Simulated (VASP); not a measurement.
Au, 1 atom in the cell. Symmetry: Fm-3m, No. 225, cubic system. Conventional cell: a = 3.987 Å, b = 3.987 Å, c = 3.987 Å, α = 90.00°, β = 90.00°, γ = 90.00°. Within 3.7 Å of Au (site symmetry m-3m) lie 12 Au at 2.82 Å. 

```yaml
Program: VASP 6.6.1
Task: single point
Functional: LDA
Potentials_or_basis: VASP PAW LDA potentials, release 64 (Au)
Cutoff: 500 eV
k_mesh: 11 × 11 × 11
Occupations: methfessel-paxton, width 0.1 eV
Spin: no spin polarisation
Dipole_correction: no
Further_INCAR_settings: ALGO = Normal; EDIFF = 1e-06; NBANDS = 12
```

Potentials or basis: VASP PAW LDA potentials, release 64 (Au).

Command:

```console
$ cat potpaw_LDA.64/Au/POTCAR > POTCAR
$ mpirun -np 1 vasp_std > vasp.out
```

Hardware: 1 thread of Intel(R) Xeon(R) Platinum 8559C (Emerald Rapids), with other jobs on the host.

Problem. Estimate the wall time of this run.

Solution. It took 7 s on 1 thread of Intel(R) Xeon(R) Platinum 8559C (Emerald Rapids) (shared host), peak memory 0.13 GiB. Counts: scf iterations 10, k points 56.
